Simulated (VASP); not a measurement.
# Cu (Fm-3m) in VASP: relaxation of cell and atoms with LDA

Aim: the relaxation of cell and atoms of Cu with LDA.

Everything below comes from runs of VASP 6.6.1. Logs are shortened: lines on timing, memory, paths and dates and some standing lists are left out, and cuts for length are marked.

**1. The cell of the first run**

It takes space group Fm-3m (No. 225, cubic). The conventional cell has a = 3.615 Å, b = 3.615 Å, c = 3.615 Å, α = 90.00°, β = 90.00°, γ = 90.00°. Cu (site symmetry m-3m) has 12 Cu at 2.56 Å within 3.4 Å.

**2. Relaxation of cell and atoms, LDA**

INCAR

```
PREC     = Accurate       # precision mode
ENCUT    = 820            # plane-wave cutoff, eV
EDIFF    = 1E-7           # SCF threshold, eV
ISMEAR   = -1             # smearing method
SIGMA    = 0.1            # smearing width, eV
LREAL    = False          # projectors in reciprocal space
LASPH    = True           # aspherical terms in the spheres
NELM     = 120            # most SCF steps
ALGO     = Normal         # electronic algorithm
ISIF     = 3              # what is computed and relaxed
LWAVE    = False          # write WAVECAR
LCHARG   = False          # write CHGCAR
GGA      = CA             # functional
IBRION   = 2              # ionic algorithm
NSW      = 80             # ionic steps
EDIFFG   = -0.01          # ionic threshold
GGA_COMPAT= False        
NELMIN   = 4
```

KPOINTS

```
regular mesh
0
Gamma
  12 12 12
```

POSCAR

```
Cu
1.0
    0.0000000000      1.8075000000      1.8075000000
    1.8075000000      0.0000000000      1.8075000000
    1.8075000000      1.8075000000      0.0000000000
Cu
1
Direct
    0.0000000000      0.0000000000      0.0000000000
```

Potentials or basis: VASP PAW LDA potentials, release 64 (Cu_sv_GW).

The run is started by

```sh
$ cat potpaw_LDA.64/Cu_sv_GW/POTCAR > POTCAR
$ mpirun -np 1 vasp_std > vasp.out
```

OUTCAR:

```text
PREC = Accurate
   ENCUT = 820
   EDIFF = 1E-7
   ISMEAR = -1
   LREAL = False
   LASPH = True
   NELM = 120
   ISIF = 3
   GGA = CA
   IBRION = 2
   NSW = 80
   EDIFFG = -0.01
   NELMIN = 4

 ion  position               nearest neighbor table
   1  0.000  0.000  0.000-

  LATTYP: Found a face centered cubic cell.
 ALAT       =     3.6150000000

  Lattice vectors:

 A1 = (   0.0000000000,   1.8075000000,   1.8075000000)
 A2 = (   1.8075000000,   0.0000000000,   1.8075000000)
 A3 = (   1.8075000000,   1.8075000000,   0.0000000000)

Analysis of symmetry for initial positions (statically):
=====================================================================
 Subroutine PRICEL returns:
 Original cell was already a primitive cell.

 Routine SETGRP: Setting up the symmetry group for a
 face centered cubic supercell.

 Subroutine GETGRP returns: Found 48 space group operations
 (whereof 48 operations were pure point group operations)
 out of a pool of 48 trial point group operations.

The static configuration has the point symmetry O_h .

Analysis of symmetry for dynamics (positions and initial velocities):
=====================================================================
 Subroutine PRICEL returns:
 Original cell was already a primitive cell.

 Routine SETGRP: Setting up the symmetry group for a
 face centered cubic supercell.

 Subroutine GETGRP returns: Found 48 space group operations
 (whereof 48 operations were pure point group operations)
 out of a pool of 48 trial point group operations.

The dynamic configuration has the point symmetry O_h .

 Subroutine INISYM returns: Found 48 space group operations
 (whereof 48 operations are pure point group operations),
 and found     1 'primitive' translations

----------------------------------------------------------------------------------------

                                     Primitive cell

  volume of cell :      11.8104

  direct lattice vectors                    reciprocal lattice vectors
     0.000000000  1.807500000  1.807500000    -0.276625173  0.276625173  0.276625173
     1.807500000  0.000000000  1.807500000     0.276625173 -0.276625173  0.276625173
     1.807500000  1.807500000  0.000000000     0.276625173  0.276625173 -0.276625173

  length of vectors
     2.556191014  2.556191014  2.556191014     0.479128854  0.479128854  0.479128854

  position of ions in fractional coordinates (direct lattice)
     0.000000000  0.000000000  0.000000000

  ion indices of the primitive-cell ions
   primitive index   ion index
                 1           1

----------------------------------------------------------------------------------------

 KPOINTS: regular mesh

Automatic generation of k-mesh.
 Grid dimensions read from file:
 generate k-points for:   12   12   12

 Generating k-lattice:

  Cartesian coordinates                     Fractional coordinates (reciprocal lattice)
    -0.023052098  0.023052098  0.023052098     0.083333333  0.000000000  0.000000000
     0.023052098 -0.023052098  0.023052098     0.000000000  0.083333333  0.000000000
     0.023052098  0.023052098 -0.023052098     0.000000000  0.000000000  0.083333333

  Length of vectors
     0.039927405  0.039927405  0.039927405

  Shift w.r.t. Gamma in fractional coordinates (k-lattice)
     0.000000000  0.000000000  0.000000000

 Subroutine IBZKPT returns following result:
 ===========================================

 Found     72 irreducible k-points:

 Following reciprocal coordinates:
            Coordinates               Weight
  0.000000  0.000000  0.000000      1.000000
  0.083333  0.000000  0.000000      8.000000
  0.166667  0.000000  0.000000      8.000000
  0.250000  0.000000  0.000000      8.000000
  0.333333  0.000000  0.000000      8.000000
  0.416667  0.000000  0.000000      8.000000
[... 16 lines left out ...]
  0.500000  0.166667  0.000000     24.000000
 -0.416667  0.166667  0.000000     24.000000
 [... further k-points ...]
   k-points           NKPTS =     72   k-points in BZ     NKDIM =     72   number of bands    NBANDS=     13
   number of dos      NEDOS =    301   number of ions     NIONS =      1
   total plane-waves  NPLWV =  13824
   dimension x,y,z NGX =    24 NGY =   24 NGZ =   24
   dimension x,y,z NGXF=    48 NGYF=   48 NGZF=   48
   ions per type =               1
   NGX,Y,Z   is equivalent  to a cutoff of  15.61, 15.61, 15.61 a.u.
   NGXF,Y,Z  is equivalent  to a cutoff of  31.22, 31.22, 31.22 a.u.
 SYSTEM =  unknown system
   PREC   = accura    normal or accurate (medium, high low for compatibility)
   ISTART =      0    job   : 0-new  1-cont  2-samecut
   ICHARG =      2    charge: 1-file 2-atom 10-const
   ISPIN  =      1    spin polarized calculation?
   LNONCOLLINEAR =      F non collinear calculations
   LSORBIT =      F    spin-orbit coupling
   LASPH  =      T    aspherical Exc in radial PAW
   ENCUT  =  820.0 eV  60.27 Ry    7.76 a.u.   5.97  5.97  5.97*2*pi/ulx,y,z
   NELM   =    120;   NELMIN=  4; NELMDL= -5     # of ELM steps
   EDIFF  = 0.1E-06   stopping-criterion for ELM
   LREAL  =      F    real-space projection
   EDIFFG = -.1E-01   stopping-criterion for IOM
   NSW    =     80    number of steps for IOM
   IBRION =      2    ionic relax: 0-MD 1-quasi-New 2-CG
   NFREE  =      1    steps in history (QN), initial steepest desc. (CG)
   ISIF   =      3    stress and relaxation
   ISYM   =      2    0-nonsym 1-usesym 2-fastsym
   POTIM  = 0.5000    time-step for ionic-motion
   TEBEG  =    0.0;   TEEND  =   0.0 temperature during run
   PSTRESS=    0.0 pullay stress
   NELECT =      19.0000    total number of electrons
   NUPDOWN=      -1.0000    fix difference up-down
   EMIN   =  10.00;   EMAX   =-10.00  energy-range for DOS
   EFERMI =   0.00;   METHOD = LEGACY
   ISMEAR =    -1;   SIGMA  =   0.10  broadening in eV -4-tet -1-fermi 0-gaus
   EFERMI_NEDOS =   21; number of points for ismear=-14 and -15
   IALGO  =     38    algorithm
   IMIX   =      4    mixing-type and parameters
     AMIX     =   0.40;   BMIX     =  1.00
     AMIX_MAG =   1.60;   BMIX_MAG =  1.00
  volume/ion in A,a.u.               =      11.81        79.70
  Fermi-wavevector in a.u.,A,eV,Ry     =   1.918246  3.624960 50.064940  3.679669
  Thomas-Fermi vector in A             =   2.953290
   LORBIT       =      0    0 simple, 1 ext, 2 COOP (PROOUT), +10 PAW based schemes
   GGA     = CA    functional components
   LHFCALC =     F    Hartree Fock is set to
   AEXX    =    0.0000 exact exchange contribution
   IVDW    =     0    specifies the selected vdW correction
   LEPSILON=     F    determine dielectric tensor
   LRPA    =     F    only Hartree local field effects (RPA)
 conjugate gradient relaxation of ions
 non-spin polarized calculation
  energy-cutoff  :      820.00
  volume of cell :       11.81
 maximum number of plane-waves:       642
   NGX = 11   NGY = 11   NGZ = 11

--------------------------------------- Ionic step        1  -------------------------------------------

 number of electron      19.0000008 magnetization

 Free energy of the ion-electron system (eV)
  ---------------------------------------------------
  ext. energy  EPLUGINS =         0.00000000
  ---------------------------------------------------
  free energy    TOTEN  =        -4.82709801 eV

  energy without entropy =       -4.81492240  energy(sigma->0) =       -4.82101020

------------------------ aborting loop because EDIFF is reached ----------------------------------------

  FORCE on cell =-STRESS in cart. coord.  units (eV):
  Direction    XX          YY          ZZ          XY          YZ          ZX
  --------------------------------------------------------------------------------------
  -------------------------------------------------------------------------------------
  Total       -0.9896374     -0.9896374     -0.9896374      0.0000000      0.0000000     -0.0000000
  in kB     -134.2523048   -134.2523048   -134.2523048      0.0000000      0.0000000     -0.0000000
  external PRESSURE =    -134.2523048 kB  Pullay stress =       0.0000000 kB
[... 55 lines left out ...]
  energy  without entropy=       -4.8281616951  energy(sigma->0) =       -4.83336812

--------------------------------------- Ionic step        3  -------------------------------------------

 number of electron      18.9999999 magnetization

 Free energy of the ion-electron system (eV)
  ---------------------------------------------------
  ext. energy  EPLUGINS =         0.00000000
  ---------------------------------------------------
  free energy    TOTEN  =        -4.86911928 eV

  energy without entropy =       -4.85799419  energy(sigma->0) =       -4.86355673

 E-fermi :   8.1966     XC(G=0): -14.3567

 val. band max:        8.1933394546   @ k =   0.5000   0.3333   0.1667
 cond. band min:       8.3246464211   @ k =   0.5000   0.2500   0.0833
 fundamental gap:      0.1313069665
 Fermi energy:         8.1965561163

 k-point     1 :       0.0000    0.0000    0.0000
  band No.  band energies     occupation
      1    -103.4825      2.00000
      2     -61.3559      2.00000
      3     -61.3559      2.00000
      4     -61.3559      2.00000
      5      -1.8095      2.00000
      6       4.9141      2.00000
      7       4.9141      2.00000
      8       4.9141      2.00000
      9       5.8761      2.00000
     10       5.8761      2.00000
     11      31.5730      0.00000
     12      34.6591      0.00000
     13      34.6591      0.00000
[... 353 lines left out ...]
 k-point    24 :      -0.4167    0.1667    0.0000
  band No.  band energies     occupation
      1    -103.4587      2.00000
      2     -61.4946      2.00000
      3     -61.4059      2.00000
      4     -61.3844      2.00000
      5       3.1445      2.00000
      6       4.5052      2.00000
      7       5.0839      2.00000
      8       5.2128      2.00000
      9       6.4131      2.00000
     10       9.2495      0.00005
     11      12.9201      0.00000
     12      23.7185      0.00000
     13      28.3330      0.00000

 [... further k-points ...]
[... 5 lines left out ...]
  --------------------------------------------------------------------------------------
  -------------------------------------------------------------------------------------
  Total       -0.0091264     -0.0091264     -0.0091264     -0.0000000     -0.0000000      0.0000000
  in kB       -1.3423450     -1.3423450     -1.3423450     -0.0000000     -0.0000000      0.0000000
  external PRESSURE =      -1.3423450 kB  Pullay stress =       0.0000000 kB
[... 16 lines left out ...]
  FREE ENERGIE OF THE ION-ELECTRON SYSTEM (eV)
  ---------------------------------------------------
  free  energy   TOTEN  =        -4.8691192800 eV

  energy  without entropy=       -4.8579941876  energy(sigma->0) =       -4.86355673

 reached required accuracy - stopping structural energy minimisation
```

It took 30 s on 1 thread of AMD EPYC 9R45 (Zen 5), shared host; peak memory 0.14 GiB.

What came out:

```
Free energy                           : -4.8691 eV
Relaxed volume                        : 10.89 Å³/atom
Relaxed cell                          : a = 2.488 Å, b = 2.488 Å, c = 2.488 Å, α = 60.00°, β = 60.00°, γ = 60.00°
Space group after relaxing (to 0.1 Å) : Fm-3m (No. 225)
Energy gained by relaxing             : 42.0 meV/atom
Ionic steps                           : 3
Pressure after relaxing               : -0.1 GPa
Band gap on the k mesh                : zero (an odd number of electrons rules out a gap without spin polarisation)
```

The path:
```tsv
step	energy change (eV)	largest force (eV/Å)	pressure (GPa)	volume (Å³)
1	0.0000	0.0000	-13.43	11.81
2	-0.0115	0.0000	15.06	10.20
3	-0.0420	0.0000	-0.13	10.89
```

Final structure:
```
Cu
1.0
     0.00000    1.75943    1.75943
     1.75943    0.00000    1.75943
     1.75943    1.75943    0.00000
Cu
1
Direct
  0.00000 0.00000 0.00000
```

Levels at points of the mesh, in eV from the Fermi level:
```csv
k point,band 7,band 8,band 9,band 10,band 11,band 12,band 13
"(0.00, 0.00, 0.00)",-3.28,-3.28,-2.32,-2.32,23.38,26.46,26.46
"(0.50, 0.00, 0.00)",-3.32,-1.67,-1.67,-1.23,4.18,21.84,23.21
"(0.50, 0.50, 0.00)",-1.68,-1.51,-1.51,1.41,7.72,13.64,13.64
```

LDA usually gives volumes a few per cent too small. Zero-point motion and thermal expansion aren't in these numbers.

The gap in the log of VASP goes by the Fermi energy; the results here count the filled bands.